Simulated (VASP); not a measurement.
# NaI (I4/mmm) in VASP: further runs

NaI is run at these levels: PBE; tasks: single point.

Program: VASP 6.6.1. These are calculated values, not measurements. Logs are shortened: lines on timing, memory, paths and dates and some standing lists are left out, and cuts for length are marked.

## (1) The cell of the first run

The structure is tetragonal, space group I4/mmm (No. 139). Conventional cell: a = 4.440 Å, b = 4.440 Å, c = 6.667 Å, α = 90.00°, β = 90.00°, γ = 90.00°. Na (site symmetry 4/mmm) has 6 I at 3.14 to 3.33 Å within 4.1 Å. I (site symmetry 4/mmm) has 6 Na at 3.14 to 3.33 Å within 4.1 Å.

## (2) Single point, PBE (strain -0.030 along x and y, +0.030 along z)

Contents of INCAR:

```
SYSTEM = NaI
PREC     = Accurate       ! precision mode
ENCUT    = 520            ! plane-wave cutoff, eV
EDIFF    = 1E-6           ! SCF threshold, eV
ISMEAR   = 0              ! smearing method
SIGMA    = 0.05           ! smearing width, eV
LREAL    = .FALSE.        ! projectors in reciprocal space
LASPH    = .TRUE.         ! aspherical terms in the spheres
NELM     = 100            ! most SCF steps
ALGO     = Normal         ! electronic algorithm
ISIF     = 2              ! what is computed and relaxed
LWAVE    = .FALSE.        ! write WAVECAR
LCHARG   = .FALSE.        ! write CHGCAR
GGA      = PE             ! functional
NBANDS   = 14             ! bands
```

Contents of KPOINTS:

```
regular mesh
0
G
  6 6 6
  0 0 0
```

Contents of POSCAR:

```
NaI
1.0
    0.0000000000      3.1393080000      3.3334920000
    3.1393080000      0.0000000000      3.3334920000
    3.1393080000      3.1393080000      0.0000000000
Na I
1 1
Direct
    0.0000000000      0.0000000000      0.0000000000
    0.5000000000      0.5000000000      0.5000000000
```

Potentials or basis: VASP PAW PBE potentials, release 64 (Na_pv, I).

Command:

```bash
> cat potpaw_PBE.64/Na_pv/POTCAR potpaw_PBE.64/I/POTCAR > POTCAR
> mpirun -np 1 vasp_std > vasp.out
```

OUTCAR:

```text
SYSTEM = NaI
   PREC = Accurate
   ENCUT = 520
   EDIFF = 1E-6
   ISMEAR = 0
   LREAL = .FALSE.
   LASPH = .TRUE.
   NELM = 100
   ISIF = 2
   GGA = PE

 ion  position               nearest neighbor table
   1  0.000  0.000  0.000-   2 3.14   2 3.14   2 3.14   2 3.14
   2  0.500  0.500  0.500-   1 3.14   1 3.14   1 3.14   1 3.14

  LATTYP: Found a body centered tetragonal cell.
 ALAT       =     4.4396519501
 C/A-ratio  =     1.5016906899

  Lattice vectors:

 A1 = (  -3.1393080000,   0.0000000000,   3.3334920000)
 A2 = (   3.1393080000,   0.0000000000,   3.3334920000)
 A3 = (   0.0000000000,   3.1393080000,  -3.3334920000)

Analysis of symmetry for initial positions (statically):
=====================================================================
 Subroutine PRICEL returns:
 Original cell was already a primitive cell.

 Routine SETGRP: Setting up the symmetry group for a
 body centered tetragonal supercell.

 Subroutine GETGRP returns: Found 16 space group operations
 (whereof 16 operations were pure point group operations)
 out of a pool of 16 trial point group operations.

The static configuration has the point symmetry D_4h.

Analysis of symmetry for dynamics (positions and initial velocities):
=====================================================================
 Subroutine PRICEL returns:
 Original cell was already a primitive cell.

 Routine SETGRP: Setting up the symmetry group for a
 body centered tetragonal supercell.

 Subroutine GETGRP returns: Found 16 space group operations
 (whereof 16 operations were pure point group operations)
 out of a pool of 16 trial point group operations.

The dynamic configuration has the point symmetry D_4h.

 Subroutine INISYM returns: Found 16 space group operations
 (whereof 16 operations are pure point group operations),
 and found     1 'primitive' translations

----------------------------------------------------------------------------------------

                                     Primitive cell

  volume of cell :      65.7048

  direct lattice vectors                    reciprocal lattice vectors
     0.000000000  3.139308000  3.333492000    -0.159270769  0.159270769  0.149992860
     3.139308000  0.000000000  3.333492000     0.159270769 -0.159270769  0.149992860
     3.139308000  3.139308000  0.000000000     0.159270769  0.159270769 -0.149992860

  length of vectors
     4.579019942  4.579019942  4.439651950     0.270614512  0.270614512  0.270614512

  position of ions in fractional coordinates (direct lattice)
[... 85 lines left out ...]
   ISIF   =      2    stress and relaxation
   ISYM   =      2    0-nonsym 1-usesym 2-fastsym
   POTIM  = 0.5000    time-step for ionic-motion
   TEBEG  =    0.0;   TEEND  =   0.0 temperature during run
   PSTRESS=    0.0 pullay stress
   NELECT =      14.0000    total number of electrons
   NUPDOWN=      -1.0000    fix difference up-down
   EMIN   =  10.00;   EMAX   =-10.00  energy-range for DOS
   EFERMI =   0.00;   METHOD = LEGACY
   ISMEAR =     0;   SIGMA  =   0.05  broadening in eV -4-tet -1-fermi 0-gaus
   EFERMI_NEDOS =   21; number of points for ismear=-14 and -15
   IALGO  =     38    algorithm
   IMIX   =      4    mixing-type and parameters
     AMIX     =   0.40;   BMIX     =  1.00
     AMIX_MAG =   1.60;   BMIX_MAG =  1.00
  volume/ion in A,a.u.               =      32.85       221.70
  Fermi-wavevector in a.u.,A,eV,Ry     =   0.977804  1.847781 13.008536  0.956100
  Thomas-Fermi vector in A             =   2.108530
   LORBIT       =      0    0 simple, 1 ext, 2 COOP (PROOUT), +10 PAW based schemes
   GGA     = PE    functional components
   LHFCALC =     F    Hartree Fock is set to
   AEXX    =    0.0000 exact exchange contribution
   IVDW    =     0    specifies the selected vdW correction
   LEPSILON=     F    determine dielectric tensor
   LRPA    =     F    only Hartree local field effects (RPA)
 non-spin polarized calculation
 Gauss-broadening in eV      SIGMA  =   0.05
  energy-cutoff  :      520.00
  volume of cell :       65.70
 maximum number of plane-waves:      1793
 NGX is ok and might be reduce to    36
   NGX = 17   NGY = 17   NGZ = 17

 number of electron      14.0000003 magnetization

 Free energy of the ion-electron system (eV)
  ---------------------------------------------------
  ext. energy  EPLUGINS =         0.00000000
  ---------------------------------------------------
  free energy    TOTEN  =        -5.36134873 eV

  energy without entropy =       -5.36134873  energy(sigma->0) =       -5.36134873

 E-fermi :   1.3180     XC(G=0):  -7.8269

 val. band max:        1.0602511693   @ k =   0.0000   0.0000   0.0000
 cond. band min:       4.7607310564   @ k =   0.0000   0.0000   0.0000
 fundamental gap:      3.7004798871
 Fermi energy:         1.3180325396

 k-point     1 :       0.0000    0.0000    0.0000
  band No.  band energies     occupation
      1     -21.3744      2.00000
      2     -21.3695      2.00000
      3     -21.3695      2.00000
      4     -10.0770      2.00000
      5       1.0071      2.00000
      6       1.0071      2.00000
      7       1.0603      2.00000
      8       4.7607      0.00000
      9       8.7032      0.00000
     10       9.1084      0.00000
     11       9.1084      0.00000
     12      10.4656      0.00000
     13      11.1698      0.00000
     14      11.5056      0.00000
[... 377 lines left out ...]
      1     -21.3762      2.00000
      2     -21.3740      2.00000
      3     -21.3720      2.00000
      4      -9.6519      2.00000
      5      -0.8527      2.00000
      6      -0.0318      2.00000
      7       0.3339      2.00000
      8       6.0804      0.00000
      9       7.1248      0.00000
     10       9.7492      0.00000
     11      10.6173      0.00000
     12      12.0463      0.00000
     13      13.4243      0.00000
     14      14.2232      0.00000

 [... further k-points ...]
[... 5 lines left out ...]
  --------------------------------------------------------------------------------------
  -------------------------------------------------------------------------------------
  Total        0.7095234      0.7095234      0.0178315      0.0000000      0.0000000      0.0000000
  in kB       17.3013526     17.3013526      0.4348106      0.0000000      0.0000000      0.0000000
  external PRESSURE =      11.6791719 kB  Pullay stress =       0.0000000 kB

 VOLUME and BASIS-vectors are now :
 -----------------------------------------------------------------------------
  energy-cutoff  :      520.00
  volume of cell :       65.70
      direct lattice vectors                 reciprocal lattice vectors
     0.000000000  3.139308000  3.333492000    -0.159270769  0.159270769  0.149992860
     3.139308000  0.000000000  3.333492000     0.159270769 -0.159270769  0.149992860
     3.139308000  3.139308000  0.000000000     0.159270769  0.159270769 -0.149992860

 POSITION                                       TOTAL-FORCE (eV/Angst)
 -----------------------------------------------------------------------------------
      0.00000      0.00000      0.00000        -0.000000      0.000000      0.000000
      3.13931      3.13931      3.33349         0.000000     -0.000000     -0.000000
 -----------------------------------------------------------------------------------
    total drift:                                0.000000      0.000000      0.000000

  FREE ENERGIE OF THE ION-ELECTRON SYSTEM (eV)
  ---------------------------------------------------
  free  energy   TOTEN  =        -5.3613487262 eV

  energy  without entropy=       -5.3613487262  energy(sigma->0) =       -5.36134873
```

OSZICAR:

```text
N       E                     dE             d eps       ncg     rms          rms(c)
DAV:   1     0.827213343757E+02    0.82721E+02   -0.66325E+03   840   0.896E+02
DAV:   2     0.107616298370E+01   -0.81645E+02   -0.76347E+02   894   0.217E+02
DAV:   3    -0.526760258252E+01   -0.63438E+01   -0.63036E+01  1092   0.599E+01
DAV:   4    -0.542228033330E+01   -0.15468E+00   -0.15464E+00  1072   0.962E+00
DAV:   5    -0.542609818576E+01   -0.38179E-02   -0.38178E-02  1146   0.145E+00    0.167E+00
DAV:   6    -0.536763928483E+01    0.58459E-01   -0.66970E-02   996   0.151E+00    0.113E+00
DAV:   7    -0.535938863266E+01    0.82507E-02   -0.63186E-02  1020   0.130E+00    0.612E-01
DAV:   8    -0.536136941408E+01   -0.19808E-02   -0.50520E-03   978   0.568E-01    0.180E-01
DAV:   9    -0.536133269136E+01    0.36723E-04   -0.21293E-04  1044   0.129E-01    0.358E-02
DAV:  10    -0.536134734926E+01   -0.14658E-04   -0.35082E-05  1050   0.604E-02    0.115E-02
DAV:  11    -0.536134839084E+01   -0.10416E-05   -0.42158E-06  1074   0.202E-02    0.193E-03
DAV:  12    -0.536134872615E+01   -0.33531E-06   -0.56340E-07   896   0.509E-03
   1 F= -.53613487E+01 E0= -.53613487E+01  d E =-.373409E-15
```

It took 44 s on 1 thread of AMD EPYC 7R13, shared host; peak memory 0.18 GiB.

What came out:

* Free energy: -5.3613 eV
* Pressure: 1.2 GPa
* Band gap on the k mesh: 3.70 eV

Caveat: the cell differs from its parent crystal (strain -0.030 along x and y, +0.030 along z); spin-orbit coupling is left out, which moves the levels of the heavy elements.

## (3) Single point, PBE (strain +0.000 along x and y, -0.030 along z)

Contents of INCAR:

```
SYSTEM = NaI
PREC = Accurate
ENCUT = 520
EDIFF = 1E-6
ISMEAR = 0
SIGMA = 0.05
LREAL = .False.
LASPH = .True.
NELM = 80
ALGO = Normal
ISIF = 2
LWAVE = .False.
LCHARG = .False.
GGA = PE
NBANDS = 14
```

Contents of KPOINTS:

```
regular mesh
0
Gamma
  6 6 6
  0 0 0
```

Contents of POSCAR:

```
NaI
1.0
    0.0000000000      3.2364000000      3.1393080000
    3.2364000000      0.0000000000      3.1393080000
    3.2364000000      3.2364000000      0.0000000000
Na I
1 1
Direct
    0.0000000000      0.0000000000      0.0000000000
    0.5000000000      0.5000000000      0.5000000000
```

Potentials or basis: VASP PAW PBE potentials, release 64 (Na_pv, I).

Command:

```bash
> cat potpaw_PBE.64/Na_pv/POTCAR potpaw_PBE.64/I/POTCAR > POTCAR
> mpirun -np 1 vasp_std > vasp.out
```

Run time: 42 s. Hardware: 1 thread of AMD EPYC 7R13, shared host; peak memory 0.18 GiB.

It converged, with:

| Quantity | Value |
| --- | --- |
| Free energy | -5.3719 eV |
| Pressure | 1.0 GPa |
| Band gap on the k mesh | 3.71 eV |

Stress tensor (GPa, compression positive):
```
0.72 0.00 0.00
0.00 0.72 0.00
0.00 0.00 1.69
```

Levels at points of the mesh, in eV from the valence-band top:
```tsv
k point	band 5	band 6	band 7	band 8	band 9	band 10
(0.00, 0.00, 0.00)	-0.04	0.00	0.00	3.71	7.85	7.85
(0.50, 0.00, 0.00)	-2.30	-0.34	-0.29	5.09	7.34	7.59
(0.50, 0.50, 0.00)	-2.01	-0.85	-0.85	4.48	5.43	10.20
(0.50, 0.00, 0.50)	-2.02	-0.83	-0.71	4.52	5.52	9.98
```

Caveat: the cell differs from its parent crystal (strain +0.000 along x and y, -0.030 along z); spin-orbit coupling is left out, which moves the levels of the heavy elements.

## (4) Single point, PBE (strain +0.015 along x and y, -0.030 along z)

Contents of INCAR:

```
PREC = Accurate
ENCUT = 520
EDIFF = 1E-6
ISMEAR = 0
SIGMA = 0.05
LREAL = False
LASPH = True
NELM = 100
ALGO = Normal
ISIF = 2
LWAVE = False
LCHARG = False
GGA = PE
NBANDS = 14
```

Contents of KPOINTS:

```
Automatic mesh
0
Gamma
  6 6 6
```

Contents of POSCAR:

```
NaI
1.0
    0.0000000000      3.2849460000      3.1393080000
    3.2849460000      0.0000000000      3.1393080000
    3.2849460000      3.2849460000      0.0000000000
Na I
1 1
Direct
    0.0000000000      0.0000000000      0.0000000000
    0.5000000000      0.5000000000      0.5000000000
```

Potentials or basis: VASP PAW PBE potentials, release 64 (Na_pv, I).

Command:

```bash
> cat potpaw_PBE.64/Na_pv/POTCAR potpaw_PBE.64/I/POTCAR > POTCAR
> mpirun -np 1 vasp_std > vasp.out
```

OUTCAR:

```text
PREC = Accurate
   ENCUT = 520
   EDIFF = 1E-6
   ISMEAR = 0
   LREAL = False
   LASPH = True
   NELM = 100
   ISIF = 2
   GGA = PE

 ion  position               nearest neighbor table
   1  0.000  0.000  0.000-   2 3.14   2 3.14
   2  0.500  0.500  0.500-   1 3.14   1 3.14

  LATTYP: Found a body centered tetragonal cell.
 ALAT       =     4.6456151849
 C/A-ratio  =     1.3515144389

  Lattice vectors:

 A1 = (   0.0000000000,  -3.2849460000,  -3.1393080000)
 A2 = (   0.0000000000,   3.2849460000,  -3.1393080000)
 A3 = (   3.2849460000,   0.0000000000,   3.1393080000)

Analysis of symmetry for initial positions (statically):
=====================================================================
 Subroutine PRICEL returns:
 Original cell was already a primitive cell.

 Routine SETGRP: Setting up the symmetry group for a
 body centered tetragonal supercell.

 Subroutine GETGRP returns: Found 16 space group operations
 (whereof 16 operations were pure point group operations)
 out of a pool of 16 trial point group operations.

The static configuration has the point symmetry D_4h.

Analysis of symmetry for dynamics (positions and initial velocities):
[... 166 lines left out ...]

 k-point     1 :       0.0000    0.0000    0.0000
  band No.  band energies     occupation
      1     -21.6254      2.00000
      2     -21.6254      2.00000
      3     -21.6220      2.00000
      4     -10.2109      2.00000
      5       0.7668      2.00000
      6       0.8301      2.00000
      7       0.8301      2.00000
      8       4.4571      0.00000
      9       8.6517      0.00000
     10       8.6517      0.00000
     11       8.9464      0.00000
     12      10.3109      0.00000
     13      10.7914      0.00000
     14      11.2593      0.00000
[... 377 lines left out ...]
      1     -21.6289      2.00000
      2     -21.6268      2.00000
      3     -21.6238      2.00000
      4      -9.8495      2.00000
      5      -0.9576      2.00000
      6      -0.1622      2.00000
      7       0.2172      2.00000
      8       5.8759      0.00000
      9       7.0313      0.00000
     10       9.3154      0.00000
     11      10.3868      0.00000
     12      11.6566      0.00000
     13      13.2221      0.00000
     14      13.9914      0.00000

 [... further k-points ...]
[... 5 lines left out ...]
  --------------------------------------------------------------------------------------
  -------------------------------------------------------------------------------------
  Total        0.0461943      0.0461943      0.5801788      0.0000000      0.0000000      0.0000000
  in kB        1.0923928      1.0923928     13.7199344      0.0000000      0.0000000      0.0000000
  external PRESSURE =       5.3015733 kB  Pullay stress =       0.0000000 kB

 VOLUME and BASIS-vectors are now :
 -----------------------------------------------------------------------------
  energy-cutoff  :      520.00
  volume of cell :       67.75
      direct lattice vectors                 reciprocal lattice vectors
     0.000000000  3.284946000  3.139308000    -0.152209504  0.152209504  0.159270769
     3.284946000  0.000000000  3.139308000     0.152209504 -0.152209504  0.159270769
     3.284946000  3.284946000  0.000000000     0.152209504  0.152209504 -0.159270769

 POSITION                                       TOTAL-FORCE (eV/Angst)
 -----------------------------------------------------------------------------------
      0.00000      0.00000      0.00000         0.000000      0.000000      0.000000
      3.28495      3.28495      3.13931         0.000000      0.000000      0.000000
 -----------------------------------------------------------------------------------
    total drift:                                0.000000      0.000000      0.000000

  FREE ENERGIE OF THE ION-ELECTRON SYSTEM (eV)
  ---------------------------------------------------
  free  energy   TOTEN  =        -5.3769715693 eV

  energy  without entropy=       -5.3769715693  energy(sigma->0) =       -5.37697157
```

Wall time 20 s (1 thread of Intel Xeon Platinum 8259CL at 2.50GHz (Skylake/Cascade Lake), shared host); peak memory 0.21 GiB.

Results:

```
Free energy            : -5.3770 eV
Pressure               : 0.5 GPa
Band gap on the k mesh : 3.63 eV
```

Stress tensor (GPa, compression positive):
```
0.11 0.00 0.00
0.00 0.11 0.00
0.00 0.00 1.37
```

Levels at points of the mesh, in eV from the valence-band top:
```tsv
k point	band 4	band 5	band 6	band 7	band 8	band 9	band 10	band 11
(0.00, 0.00, 0.00)	-11.04	-0.06	0.00	0.00	3.63	7.82	7.82	8.12
(0.50, 0.00, 0.00)	-10.73	-2.21	-0.34	-0.27	5.07	7.25	7.63	8.72
(0.50, 0.50, 0.00)	-10.62	-1.91	-0.83	-0.83	4.45	5.46	10.07	11.17
(0.50, 0.00, 0.50)	-10.66	-1.93	-0.82	-0.64	4.50	5.58	9.74	10.99
```

Caveat: the cell differs from its parent crystal (strain +0.015 along x and y, -0.030 along z); spin-orbit coupling is left out, which moves the levels of the heavy elements.

## (5) Overview

```tsv
cell	gap on the mesh (eV)	pressure (GPa)
a = 4.579, b = 4.579, c = 4.440 Å, angles 61.0, 61.0, 58.0°, 2 atoms	3.70	1.2
a = 4.509, b = 4.509, c = 4.577 Å, angles 59.5, 59.5, 61.0°, 2 atoms	3.71	1.0
a = 4.544, b = 4.544, c = 4.646 Å, angles 59.3, 59.3, 61.5°, 2 atoms	3.63	0.5
```

Alike in all rows: task single point; level PBE; potentials or basis VASP PAW PBE potentials, release 64 (Na_pv, I); no spin polarisation; k mesh 6 × 6 × 6; cutoff (eV) 520; smearing gaussian 0.05 eV.

Caveats: spin-orbit coupling is left out, which moves the levels of the heavy elements.

Total energies depend on the potentials used, so only differences within one code and one set of settings carry meaning.
